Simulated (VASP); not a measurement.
Wanted: the native input for a VASP 6.6.1 run.

```
Task                   : single point
Functional             : PBE
Potentials or basis    : VASP PAW PBE potentials, release 64 (Si, Ru_sv)
Cutoff                 : 560 eV
k mesh                 : 6 × 6 × 6
Occupations            : fermi-dirac, width 0.02 eV
Spin                   : no spin polarisation
Dipole correction      : no
Further INCAR settings : ALGO = Normal; EDIFF = 1e-06; NBANDS = 50
```

The structure of SiRu lies in POSCAR:

```
SiRu
1.0
    4.7048235956      0.0000000000      0.0000000000
    0.0000000000      4.7048235956      0.0000000000
    0.0000000000      0.0000000000      4.7048235956
Si Ru
4 4
Direct
    0.1624240174      0.3375759826      0.6624240174
    0.3375759826      0.6624240174      0.1624240174
    0.6624240174      0.1624240174      0.3375759826
    0.8375759826      0.8375759826      0.8375759826
    0.8705990389      0.6294009611      0.3705990389
    0.6294009611      0.3705990389      0.8705990389
    0.3705990389      0.8705990389      0.6294009611
    0.1294009611      0.1294009611      0.1294009611
```

The input as run:

INCAR

```
SYSTEM = SiRu
ALGO = Normal
EDIFF = 1E-6
ENCUT = 560
GGA = PE
GGA_COMPAT = .False.
ISIF = 2
ISMEAR = -1
LASPH = .True.
LCHARG = .False.
LREAL = .False.
LWAVE = .False.
NBANDS = 50
NELM = 120
PREC = Accurate
SIGMA = 0.02
```

KPOINTS

```
k-points
0
Gamma
  6 6 6
  0 0 0
```

Potentials or basis: VASP PAW PBE potentials, release 64 (Si, Ru_sv).

Launch:

```console
$ cat potpaw_PBE.64/Si/POTCAR potpaw_PBE.64/Ru_sv/POTCAR > POTCAR
$ mpirun -np 1 vasp_std > vasp.out
```

Results of the run:

| Item | Value |
| --- | --- |
| Pressure | 4.7 GPa |
| Largest force | 0.113 eV/Å |
| Band gap on the k mesh | 0.27 eV (least direct gap 0.33 eV) |

Caveat: the cell stands under pressure.

It took 91 s on 1 thread of AMD EPYC 7R13 Processor (Zen 3) (shared host), peak memory 0.23 GiB.
